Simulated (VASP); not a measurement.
# Cr (I4/mmm) in VASP: a series of runs, part 2 of 2

VASP 6.6.1. The steps go on from the part before.

**3. Single point, PBEsol (strain +0.050 along x and y, +0.000 along z)**

INCAR reads:

```
SYSTEM = Cr
PREC = Accurate ; ENCUT = 520
EDIFF = 1E-6 ; ISMEAR = 0
SIGMA = 0.15 ; LREAL = .False.
LASPH = .True. ; NELM = 100
ALGO = Fast ; ISIF = 2
LWAVE = .False. ; LCHARG = .False.
GGA = PS ; NBANDS = 12
```

KPOINTS reads:

```
regular mesh
0
Gamma
  24 24 24
  0 0 0
```

POSCAR reads:

```
Cr
1.0
   -1.5140475000      1.5140475000      1.4419500000
    1.5140475000     -1.5140475000      1.4419500000
    1.5140475000      1.5140475000     -1.4419500000
Cr
1
Direct
    0.0000000000      0.0000000000      0.0000000000
```

Potentials or basis: VASP PAW PBE potentials, release 64 (Cr_pv).

Run with:

```
$ cat potpaw_PBE.64/Cr_pv/POTCAR > POTCAR
$ mpirun -np 1 vasp_std > vasp.out
```

OUTCAR:

```text
SYSTEM = Cr
   PREC = Accurate
   ENCUT = 520
   EDIFF = 1E-6
   ISMEAR = 0
   LREAL = .False.
   LASPH = .True.
   NELM = 100
   ISIF = 2
   GGA = PS

 ion  position               nearest neighbor table
   1  0.000  0.000  0.000-

  LATTYP: Found a body centered tetragonal cell.
 ALAT       =     3.0280950000
 C/A-ratio  =     0.9523809524

  Lattice vectors:

 A1 = (  -1.5140475000,   1.5140475000,   1.4419500000)
 A2 = (   1.5140475000,  -1.5140475000,   1.4419500000)
 A3 = (   1.5140475000,   1.5140475000,  -1.4419500000)

Analysis of symmetry for initial positions (statically):
=====================================================================
 Subroutine PRICEL returns:
 Original cell was already a primitive cell.

 Routine SETGRP: Setting up the symmetry group for a
 body centered tetragonal supercell.

 Subroutine GETGRP returns: Found 16 space group operations
 (whereof 16 operations were pure point group operations)
 out of a pool of 16 trial point group operations.

The static configuration has the point symmetry D_4h.

Analysis of symmetry for dynamics (positions and initial velocities):
=====================================================================
 Subroutine PRICEL returns:
 Original cell was already a primitive cell.

 Routine SETGRP: Setting up the symmetry group for a
 body centered tetragonal supercell.

 Subroutine GETGRP returns: Found 16 space group operations
 (whereof 16 operations were pure point group operations)
 out of a pool of 16 trial point group operations.

The dynamic configuration has the point symmetry D_4h.

 Subroutine INISYM returns: Found 16 space group operations
 (whereof 16 operations are pure point group operations),
 and found     1 'primitive' translations

----------------------------------------------------------------------------------------

                                     Primitive cell

[... 110 lines left out ...]
  Fermi-wavevector in a.u.,A,eV,Ry     =   1.585035  2.995282 34.182405  2.512336
  Thomas-Fermi vector in A             =   2.684561
   LORBIT       =      0    0 simple, 1 ext, 2 COOP (PROOUT), +10 PAW based schemes
   GGA     = PS    functional components
   LHFCALC =     F    Hartree Fock is set to
   AEXX    =    0.0000 exact exchange contribution
   IVDW    =     0    specifies the selected vdW correction
   LEPSILON=     F    determine dielectric tensor
   LRPA    =     F    only Hartree local field effects (RPA)
 non-spin polarized calculation
 RMM-DIIS sequential band-by-band and
 Gauss-broadening in eV      SIGMA  =   0.15
  energy-cutoff  :      520.00
  volume of cell :       13.22
 maximum number of plane-waves:       370
   NGX =  9   NGY =  9   NGZ =  9

 number of electron      12.0000002 magnetization

 Free energy of the ion-electron system (eV)
  ---------------------------------------------------
  ext. energy  EPLUGINS =         0.00000000
  ---------------------------------------------------
  free energy    TOTEN  =        -9.97400623 eV

  energy without entropy =       -9.96502932  energy(sigma->0) =       -9.96951778

 E-fermi :   9.0081     XC(G=0): -13.0583

 val. band max:        9.0072198987   @ k =  -0.1667   0.1667   0.0417
 cond. band min:       9.0099192316   @ k =  -0.2500  -0.2917   0.1667
 fundamental gap:      0.0026993329
 Fermi energy:         9.0081260533

 k-point     1 :       0.0000    0.0000    0.0000
  band No.  band energies     occupation
      1     -33.7410      2.00000
      2     -33.7410      2.00000
      3     -33.7139      2.00000
      4       1.6455      2.00000
      5       8.0380      2.00000
      6       8.3881      2.00000
      7       8.3881      2.00000
      8       9.7562      0.00000
      9      10.1067      0.00000
     10      16.0366      0.00000
     11      29.9060      0.00000
     12      29.9061      0.00000
[... 331 lines left out ...]
 k-point    24 :       0.4583    0.0417   -0.0000
  band No.  band energies     occupation
      1     -34.3195      2.00000
      2     -33.9425      2.00000
      3     -33.7452      2.00000
      4       5.2281      2.00000
      5       6.8654      2.00000
      6       9.5992      0.00000
      7      10.0214      0.00000
      8      10.5010      0.00000
      9      11.5252      0.00000
     10      16.0306      0.00000
     11      17.6607      0.00000
     12      24.7790      0.00000

 [... further k-points ...]
[... 5 lines left out ...]
  --------------------------------------------------------------------------------------
  -------------------------------------------------------------------------------------
  Total       -3.0866397     -3.0866397     -2.0664697      0.0000000      0.0000000      0.0000000
  in kB     -374.0307719   -374.0307719   -250.4092820      0.0000000      0.0000000      0.0000000
  external PRESSURE =    -332.8236086 kB  Pullay stress =       0.0000000 kB

 VOLUME and BASIS-vectors are now :
 -----------------------------------------------------------------------------
  energy-cutoff  :      520.00
  volume of cell :       13.22
      direct lattice vectors                 reciprocal lattice vectors
    -1.514047500  1.514047500  1.441950000     0.000000000  0.330240630  0.346752661
     1.514047500 -1.514047500  1.441950000     0.330240630  0.000000000  0.346752661
     1.514047500  1.514047500 -1.441950000     0.330240630  0.330240630  0.000000000

 POSITION                                       TOTAL-FORCE (eV/Angst)
 -----------------------------------------------------------------------------------
      0.00000      0.00000      0.00000        -0.000000     -0.000000     -0.000000
 -----------------------------------------------------------------------------------
    total drift:                                0.000000     -0.000000      0.000000

  FREE ENERGIE OF THE ION-ELECTRON SYSTEM (eV)
  ---------------------------------------------------
  free  energy   TOTEN  =        -9.9740062313 eV

  energy  without entropy=       -9.9650293203  energy(sigma->0) =       -9.96951778
```

OSZICAR:

```text
N       E                     dE             d eps       ncg     rms          rms(c)
DAV:   1     0.815303782460E+02    0.81530E+02   -0.71084E+03 25572   0.116E+03
DAV:   2    -0.107349742373E+02   -0.92265E+02   -0.89088E+02 25928   0.295E+02
DAV:   3    -0.120504128360E+02   -0.13154E+01   -0.13062E+01 28668   0.424E+01
DAV:   4    -0.120579912355E+02   -0.75784E-02   -0.75782E-02 27628   0.323E+00
DAV:   5    -0.120580906186E+02   -0.99383E-04   -0.99385E-04 28148   0.342E-01    0.122E+01
RMM:   6    -0.100151743517E+02    0.20429E+01   -0.60436E+00 27139   0.282E+01    0.255E+00
RMM:   7    -0.998614304969E+01    0.29031E-01   -0.14875E-01 28350   0.459E+00    0.127E+00
RMM:   8    -0.997568465129E+01    0.10458E-01   -0.17075E-02 29720   0.117E+00    0.330E-01
RMM:   9    -0.997398436737E+01    0.17003E-02   -0.49404E-03 29052   0.854E-01    0.337E-02
RMM:  10    -0.997400782302E+01   -0.23456E-04   -0.19372E-04 29942   0.208E-01    0.113E-02
RMM:  11    -0.997400574363E+01    0.20794E-05   -0.26222E-05 30729   0.738E-02    0.260E-03
RMM:  12    -0.997400623125E+01   -0.48762E-06   -0.36647E-06 22260   0.254E-02
   1 F= -.99740062E+01 E0= -.99695178E+01  d E =-.897691E-02
```

stdout:

```text
POSCAR found type information on POSCAR Cr
 POSCAR found :  1 types and       1 ions
 scaLAPACK will be used
 -----------------------------------------------------------------------------
|                                                                             |
|                                                                             |
|     You enforced a specific xc type in the INCAR file but a different       |
|     I HOPE YOU KNOW WHAT YOU ARE DOING!                                     |
|                                                                             |
 -----------------------------------------------------------------------------

 LDA part: xc-table for (Slater+PW92), standard interpolation
 POSCAR, INCAR and KPOINTS ok, starting setup
 FFT: planning ... GRIDC
 FFT: planning ... GRID_SOFT
 FFT: planning ... GRID
 WAVECAR not read
 entering main loop
WARNING in EDDRMM: call to ZHEGV failed, returncode =   6  3     10
```

Wall time 76 s (1 thread of Intel Xeon Platinum 8488C (Sapphire Rapids), shared host); peak memory 0.27 GiB.

What came out:

* Free energy: -9.9740 eV
* Pressure: -33.3 GPa
* Band gap on the k mesh: zero (band 6 reaches 11.03 eV, above the bottom of band 7 at 8.32 eV)

Caveat: the cell differs from its parent crystal (strain +0.050 along x and y, +0.000 along z); the PAW data sets were made with another functional, which shifts forces and pressure a little; the run has no spin polarisation, though such a crystal can be magnetic.

**4. Single point, PBEsol (strain +0.025 along x and y, +0.050 along z)**

INCAR reads:

```
SYSTEM = Cr
ALGO = Fast
EDIFF = 1E-6
ENCUT = 520
GGA = PS
ISIF = 2
ISMEAR = 0
LASPH = .True.
LCHARG = .True.
LELF = .True.
LREAL = .False.
LVHAR = .True.
LWAVE = .False.
NBANDS = 12
NELM = 80
PREC = Accurate
SIGMA = 0.15
```

KPOINTS reads:

```
k-points
0
Gamma
  24 24 24
  0 0 0
```

POSCAR reads:

```
Cr
1.0
   -1.4779987500      1.4779987500      1.5140475000
    1.4779987500     -1.4779987500      1.5140475000
    1.4779987500      1.4779987500     -1.5140475000
Cr
1
Direct
    0.0000000000      0.0000000000      0.0000000000
```

Run with:

```
$ cat potpaw_PBE.64/Cr_pv/POTCAR > POTCAR
$ mpirun -np 1 vasp_std > vasp.out
```

Run time: 79 s. Hardware: 1 thread of Intel Xeon Platinum 8488C (Sapphire Rapids), shared host; peak memory 0.26 GiB.

The run converged. Its results:

```yaml
Free_energy: -9.9850 eV
Pressure: -33.6 GPa
Band_gap_on_the_k_mesh: zero (band 6 reaches 11.01 eV, above the bottom of band 7 at 8.35 eV)
```

Stress tensor (GPa, compression positive):
```
-31.65   0.00   0.00
  0.00 -31.65   0.00
  0.00   0.00 -37.58
```

Levels at points of the mesh, in eV from the Fermi level:
```csv
k point,band 4,band 5,band 6,band 7,band 8,band 9
"(0.00, 0.00, 0.00)",-7.36,-0.80,-0.80,-0.64,0.85,1.01
"(0.50, 0.00, 0.00)",-3.81,-1.96,0.78,0.84,1.19,2.34
"(0.50, 0.50, 0.00)",-3.82,-2.16,0.97,1.04,1.26,2.37
"(0.50, 0.50, 0.50)",-3.61,-3.54,2.01,2.05,2.05,7.02
```

Caveat: the cell differs from its parent crystal (strain +0.025 along x and y, +0.050 along z); the PAW data sets were made with another functional, which shifts forces and pressure a little; the run has no spin polarisation, though such a crystal can be magnetic.

**5. The runs side by side**

```csv
cell,gap on the mesh (eV),pressure (GPa)
"a = 2.539 Å, angles 108.8, 108.8, 110.8°, 1 atom",none,-26.9
"a = 2.581 Å, angles 108.2, 108.2, 112.1°, 1 atom",none,-33.3
"a = 2.581 Å, angles 110.1, 110.1, 108.2°, 1 atom",none,-33.6
```

Alike in all rows: task single point; level PBEsol; potentials or basis VASP PAW PBE potentials, release 64 (Cr_pv); no spin polarisation; k mesh 24 × 24 × 24; cutoff (eV) 520; smearing gaussian 0.15 eV.

Caveats: the PAW data sets were made with another functional, which shifts forces and pressure a little; the run has no spin polarisation, though such a crystal can be magnetic.

Total energies depend on the potentials used, so only differences within one code and one set of settings carry meaning.
